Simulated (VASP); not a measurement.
# TiSiTe3 (P-6m2) in VASP: further runs

The runs below take TiSiTe3 through single point, with PBE.

Everything below comes from runs of VASP 6.6.1. Logs are shortened: lines on timing, memory, paths and dates and some standing lists are left out, and cuts for length are marked.

## 1. The cell of the first run

The structure is hexagonal, space group P-6m2 (No. 187). The conventional cell has a = 4.881 Å, b = 4.881 Å, c = 5.858 Å, α = 90.00°, β = 90.00°, γ = 120.00°. Within 3.7 Å of Ti (site symmetry -6m2) lie 9 Te at 2.82 to 3.17 Å. Within 3.9 Å of Si (site symmetry -6m2) lie 8 Te at 2.93 to 3.18 Å. Within 3.8 Å of Te (site symmetry 3m) lie 5 Te at 2.92 to 3.17 Å and 3 Ti at 3.17 Å and 3 Si at 3.18 Å. Within 3.7 Å of Te (site symmetry -6m2) lie 3 Ti at 2.82 Å and 2 Si at 2.93 Å and 6 Te at 3.17 Å.

The cell was built from a structure type or drawn by symmetry, and may not be a known phase.

## 2. Single point, PBE

INCAR reads:

```
SYSTEM = TiSiTe3
PREC = Accurate
ENCUT = 520
EDIFF = 1E-7
ISMEAR = 0
SIGMA = 0.1
LREAL = .FALSE.
LASPH = .TRUE.
NELM = 100
ALGO = Normal
ISIF = 2
LWAVE = .FALSE.
LCHARG = .TRUE.
GGA = PE
LELF = .TRUE.
LVHAR = .TRUE.
NBANDS = 25
```

KPOINTS reads:

```
regular mesh
0
G
  6 6 4
  0 0 0
```

POSCAR reads:

```
TiSiTe3
1.0
    4.8806531500      0.0000000000      0.0000000000
   -2.4403265800      4.2267696200      0.0000000000
    0.0000000000      0.0000000000      5.8577666800
Ti Si Te
1 1 3
Direct
    0.3333333300      0.6666666700      0.0000000000
    0.0000000000      0.0000000000      0.5000000000
    0.6666666700      0.3333333300      0.2489190000
    0.6666666700      0.3333333300      0.7510810000
    0.0000000000      0.0000000000      0.0000000000
```

Potentials or basis: VASP PAW PBE potentials, release 64 (Ti_sv, Si, Te).

On the command line:

```bash
cat potpaw_PBE.64/Ti_sv/POTCAR potpaw_PBE.64/Si/POTCAR potpaw_PBE.64/Te/POTCAR > POTCAR
mpirun -np 1 vasp_std > vasp.out
```

OUTCAR:

```text
SYSTEM = TiSiTe3
   PREC = Accurate
   ENCUT = 520
   EDIFF = 1E-7
   ISMEAR = 0
   LREAL = .FALSE.
   LASPH = .TRUE.
   NELM = 100
   ISIF = 2
   GGA = PE

 ion  position               nearest neighbor table
   1  0.333  0.667  0.000-   5 2.82   5 2.82   5 2.82   3 3.17   4 3.17   3 3.17   4 3.17   3 3.17
                             4 3.17
   2  0.000  0.000  0.500-   5 2.93   5 2.93   3 3.18   4 3.18   3 3.18   4 3.18   3 3.18   4 3.18

   3  0.667  0.333  0.249-   4 2.92   4 2.94   1 3.17   5 3.17   1 3.17   5 3.17   5 3.17   1 3.17
                             2 3.18   2 3.18   2 3.18
   4  0.667  0.333  0.751-   3 2.92   3 2.94   1 3.17   5 3.17   1 3.17   5 3.17   5 3.17   1 3.17
                             2 3.18   2 3.18   2 3.18
   5  0.000  0.000  0.000-   1 2.82   1 2.82   1 2.82   2 2.93   2 2.93   3 3.17   4 3.17   4 3.17
                             3 3.17   4 3.17   3 3.17

  LATTYP: Found a hexagonal cell.
 ALAT       =     4.8806531500
 C/A-ratio  =     1.2002013870

  Lattice vectors:

 A1 = (   4.8806531500,   0.0000000000,   0.0000000000)
 A2 = (  -2.4403265800,   4.2267696200,   0.0000000000)
 A3 = (   0.0000000000,   0.0000000000,   5.8577666800)

Analysis of symmetry for initial positions (statically):
=====================================================================
 Subroutine PRICEL returns:
 Original cell was already a primitive cell.

 Routine SETGRP: Setting up the symmetry group for a
 hexagonal supercell.

 Subroutine GETGRP returns: Found 12 space group operations
 (whereof 12 operations were pure point group operations)
 out of a pool of 24 trial point group operations.

The static configuration has the point symmetry D_3h.

Analysis of symmetry for dynamics (positions and initial velocities):
=====================================================================
 Subroutine PRICEL returns:
 Original cell was already a primitive cell.

 Routine SETGRP: Setting up the symmetry group for a
 hexagonal supercell.

 Subroutine GETGRP returns: Found 12 space group operations
 (whereof 12 operations were pure point group operations)
 out of a pool of 24 trial point group operations.

The dynamic configuration has the point symmetry D_3h.

 Subroutine INISYM returns: Found 12 space group operations
 (whereof 12 operations are pure point group operations),
 and found     1 'primitive' translations

----------------------------------------------------------------------------------------

                                     Primitive cell

  volume of cell :     120.8422

  direct lattice vectors                    reciprocal lattice vectors
     4.880653150  0.000000000  0.000000000     0.204890610  0.118293649  0.000000000
    -2.440326580  4.226769620  0.000000000     0.000000000  0.236587297  0.000000000
     0.000000000  0.000000000  5.857766680     0.000000000  0.000000000  0.170713525

  length of vectors
     4.880653150  4.880653157  5.857766680     0.236587297  0.236587297  0.170713525

  position of ions in fractional coordinates (direct lattice)
     0.333333330  0.666666670  0.000000000
     0.000000000  0.000000000  0.500000000
     0.666666670  0.333333330  0.248919000
     0.666666670  0.333333330  0.751081000
     0.000000000  0.000000000  0.000000000

  ion indices of the primitive-cell ions
   primitive index   ion index
                 1           1
                 2           2
                 3           3
                 4           4
                 5           5

----------------------------------------------------------------------------------------

 KPOINTS: regular mesh

Automatic generation of k-mesh.
 Grid dimensions read from file:
 generate k-points for:    6    6    4

 Generating k-lattice:

  Cartesian coordinates                     Fractional coordinates (reciprocal lattice)
     0.034148435  0.019715608  0.000000000     0.166666667  0.000000000  0.000000000
     0.000000000  0.039431216  0.000000000     0.000000000  0.166666667  0.000000000
     0.000000000  0.000000000  0.042678381     0.000000000  0.000000000  0.250000000

  Length of vectors
     0.039431216  0.039431216  0.042678381

  Shift w.r.t. Gamma in fractional coordinates (k-lattice)
     0.000000000  0.000000000  0.000000000

 Subroutine IBZKPT returns following result:
 ===========================================

 Found     21 irreducible k-points:

 Following reciprocal coordinates:
            Coordinates               Weight
  0.000000  0.000000  0.000000      1.000000
  0.166667 -0.000000  0.000000      6.000000
  0.333333  0.000000  0.000000      6.000000
  0.500000  0.000000  0.000000      3.000000
  0.166667  0.166667  0.000000      6.000000
  0.333333  0.166667  0.000000     12.000000
[... 13 lines left out ...]
  0.333333  0.166667  0.500000     12.000000
  0.333333  0.333333  0.500000      2.000000
   k-points           NKPTS =     21   k-points in BZ     NKDIM =     21   number of bands    NBANDS=     25
   number of dos      NEDOS =    301   number of ions     NIONS =      5
   total plane-waves  NPLWV =  62208
   dimension x,y,z NGX =    36 NGY =   36 NGZ =   48
   dimension x,y,z NGXF=    72 NGYF=   72 NGZF=   96
   ions per type =               1   1   3
   NGX,Y,Z   is equivalent  to a cutoff of  12.26, 12.26, 13.62 a.u.
   NGXF,Y,Z  is equivalent  to a cutoff of  24.52, 24.52, 27.25 a.u.
 SYSTEM =  TiSiTe3
   PREC   = accura    normal or accurate (medium, high low for compatibility)
   ISTART =      0    job   : 0-new  1-cont  2-samecut
   ICHARG =      2    charge: 1-file 2-atom 10-const
   ISPIN  =      1    spin polarized calculation?
   LNONCOLLINEAR =      F non collinear calculations
   LSORBIT =      F    spin-orbit coupling
   LASPH  =      T    aspherical Exc in radial PAW
   ENCUT  =  520.0 eV  38.22 Ry    6.18 a.u.   9.07  9.07 10.89*2*pi/ulx,y,z
   NELM   =    100;   NELMIN=  2; NELMDL= -5     # of ELM steps
   EDIFF  = 0.1E-06   stopping-criterion for ELM
   LREAL  =      F    real-space projection
   EDIFFG = 0.1E-05   stopping-criterion for IOM
   NSW    =      0    number of steps for IOM
   IBRION =     -1    ionic relax: 0-MD 1-quasi-New 2-CG
   NFREE  =      0    steps in history (QN), initial steepest desc. (CG)
   ISIF   =      2    stress and relaxation
   ISYM   =      2    0-nonsym 1-usesym 2-fastsym
   POTIM  = 0.5000    time-step for ionic-motion
   TEBEG  =    0.0;   TEEND  =   0.0 temperature during run
   PSTRESS=    0.0 pullay stress
   NELECT =      34.0000    total number of electrons
   NUPDOWN=      -1.0000    fix difference up-down
   EMIN   =  10.00;   EMAX   =-10.00  energy-range for DOS
   EFERMI =   0.00;   METHOD = LEGACY
   ISMEAR =     0;   SIGMA  =   0.10  broadening in eV -4-tet -1-fermi 0-gaus
   EFERMI_NEDOS =   21; number of points for ismear=-14 and -15
   IALGO  =     38    algorithm
   IMIX   =      4    mixing-type and parameters
     AMIX     =   0.40;   BMIX     =  1.00
     AMIX_MAG =   1.60;   BMIX_MAG =  1.00
  volume/ion in A,a.u.               =      24.17       163.10
  Fermi-wavevector in a.u.,A,eV,Ry     =   1.072741  2.027187 15.657225  1.150774
  Thomas-Fermi vector in A             =   2.208520
   LORBIT       =      0    0 simple, 1 ext, 2 COOP (PROOUT), +10 PAW based schemes
   GGA     = PE    functional components
   LHFCALC =     F    Hartree Fock is set to
   AEXX    =    0.0000 exact exchange contribution
   IVDW    =     0    specifies the selected vdW correction
   LEPSILON=     F    determine dielectric tensor
   LRPA    =     F    only Hartree local field effects (RPA)
 non-spin polarized calculation
 Gauss-broadening in eV      SIGMA  =   0.10
  energy-cutoff  :      520.00
  volume of cell :      120.84
 maximum number of plane-waves:      3282
   NGX = 19   NGY = 19   NGZ = 21

 number of electron      33.9999991 magnetization

 Free energy of the ion-electron system (eV)
  ---------------------------------------------------
  ext. energy  EPLUGINS =         0.00000000
  ---------------------------------------------------
  free energy    TOTEN  =       -20.46487431 eV

  energy without entropy =      -20.45211239  energy(sigma->0) =      -20.45849335

 E-fermi :   8.3843     XC(G=0): -10.1524

 val. band max:        8.3804397659   @ k =   0.3333   0.0000   0.5000
 cond. band min:       8.4069649207   @ k =   0.3333   0.3333   0.2500
 fundamental gap:      0.0265251547
 Fermi energy:         8.3843051469

 k-point     1 :       0.0000    0.0000    0.0000
  band No.  band energies     occupation
      1     -49.1530      2.00000
      2     -25.4553      2.00000
      3     -25.4152      2.00000
      4     -25.4152      2.00000
      5      -6.3606      2.00000
      6      -2.3710      2.00000
[... 17 lines left out ...]
     24      10.8711      0.00000
     25      10.9641      0.00000

 k-point     2 :       0.1667   -0.0000    0.0000
  band No.  band energies     occupation
      1     -49.1529      2.00000
      2     -25.4552      2.00000
      3     -25.4164      2.00000
      4     -25.4155      2.00000
      5      -6.1840      2.00000
      6      -2.5778      2.00000
[... 17 lines left out ...]
     24      11.0517      0.00000
     25      11.9200      0.00000

 k-point     3 :       0.3333    0.0000    0.0000
  band No.  band energies     occupation
      1     -49.1529      2.00000
      2     -25.4549      2.00000
      3     -25.4187      2.00000
      4     -25.4161      2.00000
      5      -5.7134      2.00000
      6      -3.3586      2.00000
[... 468 lines left out ...]
 k-point    20 :       0.3333    0.1667    0.5000
  band No.  band energies     occupation
      1     -49.1528      2.00000
      2     -25.4549      2.00000
      3     -25.4194      2.00000
      4     -25.4170      2.00000
      5      -4.7150      2.00000
      6      -3.8708      2.00000
[... 17 lines left out ...]
     24      11.0311      0.00000
     25      11.0454      0.00000

 k-point    21 :       0.3333    0.3333    0.5000
  band No.  band energies     occupation
      1     -49.1528      2.00000
      2     -25.4548      2.00000
      3     -25.4189      2.00000
      4     -25.4182      2.00000
      5      -4.2413      2.00000
      6      -3.9678      2.00000
[... 17 lines left out ...]
     24      10.6551      0.00000
     25      11.0728      0.00000

------------------------ aborting loop because EDIFF is reached ----------------------------------------

  FORCE on cell =-STRESS in cart. coord.  units (eV):
  Direction    XX          YY          ZZ          XY          YZ          ZX
  --------------------------------------------------------------------------------------
  -------------------------------------------------------------------------------------
  Total        2.6753992      2.6753992      7.5408250     -0.0000000      0.0000000     -0.0000000
  in kB       35.4715844     35.4715845     99.9794755     -0.0000000      0.0000000     -0.0000000
  external PRESSURE =      56.9742148 kB  Pullay stress =       0.0000000 kB

 VOLUME and BASIS-vectors are now :
 -----------------------------------------------------------------------------
  energy-cutoff  :      520.00
  volume of cell :      120.84
      direct lattice vectors                 reciprocal lattice vectors
     4.880653150  0.000000000  0.000000000     0.204890610  0.118293649  0.000000000
    -2.440326580  4.226769620  0.000000000     0.000000000  0.236587297  0.000000000
     0.000000000  0.000000000  5.857766680     0.000000000  0.000000000  0.170713525

 POSITION                                       TOTAL-FORCE (eV/Angst)
 -----------------------------------------------------------------------------------
     -0.00000      2.81785      0.00000         0.000000     -0.000000      0.000000
      0.00000      0.00000      2.92888        -0.000000      0.000000      0.000000
      2.44033      1.40892      1.45811        -0.000000      0.000000      0.807960
      2.44033      1.40892      4.39966        -0.000000      0.000000     -0.807960
      0.00000      0.00000      0.00000        -0.000000      0.000000      0.000000
 -----------------------------------------------------------------------------------
    total drift:                                0.000031     -0.000018      0.000000

  FREE ENERGIE OF THE ION-ELECTRON SYSTEM (eV)
  ---------------------------------------------------
  free  energy   TOTEN  =       -20.4648743086 eV

  energy  without entropy=      -20.4521123892  energy(sigma->0) =      -20.45849335
```

Wall time 80 s (1 thread of Intel Xeon Platinum 8488C (Sapphire Rapids), shared host); peak memory 0.27 GiB.

Results:

| Item | Value |
| --- | --- |
| Free energy | -20.4649 eV |
| Pressure | 5.7 GPa |
| Largest force | 0.808 eV/Å |
| Band gap on the k mesh | zero (bands 17 and 18 overlap by 1.18 eV) |

Forces on the atoms (eV/Å):
```
Ti   0.000  0.000  0.000
Si   0.000  0.000  0.000
Te   0.000  0.000  0.808
Te   0.000  0.000 -0.808
Te   0.000  0.000  0.000
```

Caveat: the cell stands under pressure; spin-orbit coupling is left out, which moves the levels of the heavy elements.

## 3. Single point, PBE

This run uses another cell than the first one, of 28.42 Å³/atom.

INCAR reads:

```
SYSTEM = TiSiTe3
PREC = Accurate
ENCUT = 520
EDIFF = 1E-7
ISMEAR = 0
SIGMA = 0.1
LREAL = .FALSE.
LASPH = .TRUE.
NELM = 80
ALGO = Normal
ISIF = 2
LWAVE = .FALSE.
LCHARG = .FALSE.
GGA = PE
NBANDS = 25
```

KPOINTS is that of step 2.

POSCAR reads:

```
TiSiTe3
1.0
    4.5053331855      0.0000000027      0.0000000000
   -2.2526665951      3.9017329898      0.0000000000
    0.0000000000      0.0000000000      8.0827973847
Ti Si Te
1 1 3
Direct
    0.3333333333      0.6666666667      0.0000000000
    0.0000000000      0.0000000000      0.5000000000
    0.6666666667      0.3333333333      0.2896049568
    0.6666666667      0.3333333333      0.7103950432
    0.0000000000      0.0000000000      0.0000000000
```

Potentials or basis: VASP PAW PBE potentials, release 64 (Ti_sv, Si, Te).

On the command line:

```bash
cat potpaw_PBE.64/Ti_sv/POTCAR potpaw_PBE.64/Si/POTCAR potpaw_PBE.64/Te/POTCAR > POTCAR
mpirun -np 1 vasp_std > vasp.out
```

Run time: 85 s. Hardware: 1 thread of Intel Xeon Platinum 8488C (Sapphire Rapids), shared host; peak memory 0.3 GiB.

It converged, with:

| Item | Value |
| --- | --- |
| Free energy | -21.4827 eV |
| Pressure | -0.1 GPa |
| Largest force | 0.008 eV/Å |
| Band gap on the k mesh | zero (bands 17 and 18 overlap by 0.46 eV) |

Forces in eV/Å, atoms in the order of the input:
```
Ti   0.000  0.000  0.000
Si   0.000  0.000  0.000
Te   0.000  0.000  0.008
Te   0.000  0.000 -0.008
Te   0.000  0.000  0.000
```

Stress tensor (GPa, compression positive):
```
-0.04  0.00  0.00
 0.00 -0.04  0.00
 0.00  0.00 -0.11
```

Levels at points of the mesh, in eV from the Fermi level:
```csv
k point,band 13,band 14,band 15,band 16,band 17,band 18,band 19,band 20,band 21,band 22
"(0.00, 0.00, 0.00)",-1.93,-1.93,-1.19,-1.19,-0.65,0.26,0.26,0.29,0.91,0.91
"(0.50, 0.00, 0.00)",-2.27,-2.02,-1.94,-1.27,-0.04,0.06,0.34,0.68,1.14,1.14
"(0.00, 0.00, 0.50)",-2.22,-1.71,-0.80,-0.80,-0.10,-0.10,0.10,0.30,1.40,1.40
"(0.50, 0.00, 0.50)",-3.18,-2.84,-1.36,-1.18,-1.10,-0.04,0.17,1.03,1.30,1.31
```

Caveat: spin-orbit coupling is left out, which moves the levels of the heavy elements.
